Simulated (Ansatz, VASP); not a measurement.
One calculation of Bi2Te3, two programs

```
Bi Te
1.0
     2.20752    1.27451   10.23299
    -2.20752    1.27451   10.23299
     0.00000   -2.54903   10.23299
Bi Te
2 3
Direct
  0.60000 0.60000 0.60000
  0.40000 0.40000 0.40000
  0.79050 0.79050 0.79050
  0.20950 0.20950 0.20950
  0.00000 0.00000 0.00000
```

Alike in both runs: task single point; functional SVWN5; k mesh 7 × 7 × 7; occupations fermi-dirac, width 0.05 eV; no spin polarisation.

|  | VASP | Ansatz |
| --- | --- | --- |
| version | VASP 6.6.1 | Ansatz 0.2.0 |
| potentials or method | VASP PAW PBE potentials, release 64 (Bi_d, Te) | Ansatz PAW |
| plane-wave cutoff (eV) | 520 | 420 |
| valence electrons in the cell | 48 | 78 |

```tsv
	VASP	Ansatz	Ansatz less VASP
gap on the k mesh at the Fermi level (eV)	0.21	0.22	+0.011
least direct gap on the mesh (eV)	0.21	0.22	+0.011
pressure (GPa)	-2.7	-2.7	-0.05
traceless stress, the component that is largest in VASP (GPa)	-0.35	-0.35	-0.002
rms of the force components (eV/Å)	0.111	0.120	+0.0089
```

VASP's potentials were made for PBE, not for SVWN5. Atom by atom the forces differ by 0.009 eV/Å (rms over components). VASP's potentials hold 48 valence electrons a cell and Ansatz's 78, so a difference there can come from the potentials and not from the codes.

Neither program's run includes spin-orbit coupling. Noted on Ansatz's run: odd divisions of the mesh miss points on the zone boundary, where band edges often lie, so the gap on the mesh can be too wide.
